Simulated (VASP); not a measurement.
A run of VASP 6.6.1 is set up as follows.

The input INCAR:

```
SYSTEM = Bi
PREC = Accurate
ENCUT = 520
EDIFF = 1E-6
ISMEAR = -1
SIGMA = 0.06122561905347299
LREAL = .FALSE.
LASPH = .TRUE.
NELM = 60
ALGO = Normal
ISIF = 2
LWAVE = .FALSE.
LCHARG = .FALSE.
GGA = PE
NBANDS = 14
```

Contents of KPOINTS:

```
regular mesh
0
G
  37 37 37
  0 0 0
```

File POSCAR:

```
Bi
1.0
    0.0000000000      2.5468928861      2.5468928861
    2.5468928861      0.0000000000      2.5468928861
    2.5468928861      2.5468928861      0.0000000000
Bi
1
Direct
    0.0000000000      0.0000000000      0.0000000000
```

Potentials or basis: VASP PAW PBE potentials, release 64 (Bi_d).

Launch:

```sh
$ cat potpaw_PBE.64/Bi_d/POTCAR > POTCAR
$ mpirun -np 1 vasp_std > vasp.out
```

Problem. What does it give for the pressure?

Solution. -1.9 GPa.

Problem. What does it give for the band gap on the k mesh?

Solution. Zero (an odd number of electrons rules out a gap without spin polarisation).

Caveat: spin-orbit coupling is left out, which moves the levels of the heavy elements.
